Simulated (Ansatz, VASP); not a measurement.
# Two plane-wave programs on Rb

```xyz
1
Lattice="0.0000 3.6399 3.6399 3.6399 0.0000 3.6399 3.6399 3.6399 0.0000" Properties=species:S:1:pos:R:3 pbc="T T T"
Rb    0.0000    0.0000    0.0000
```

Alike in both runs: task single point; functional PBE; k mesh 2 × 2 × 2; occupations gaussian, width 0.1 eV; no spin polarisation.

|  | VASP | Ansatz |
| --- | --- | --- |
| version | VASP 6.6.1 | Ansatz 0.2.0 |
| potentials or method | VASP PAW PBE potentials, release 64 (Rb_sv), cutoff 500 eV | scalar-relativistic, plane waves, PAW |
| valence electrons in the cell | 9 | 9 |

|  | VASP | Ansatz | Ansatz less VASP |
| --- | --- | --- | --- |
| gap on the k mesh at the Fermi level (eV) | none | none | - |
| pressure (GPa) | -0.2 | -0.2 | 0.00 |

A gap of «none» marks a metal or a gap that the smearing closes. The functional is the same, so the differences come from potentials, cutoffs and numerics.

The k mesh is coarse, so the values compare programs but aren't converged.
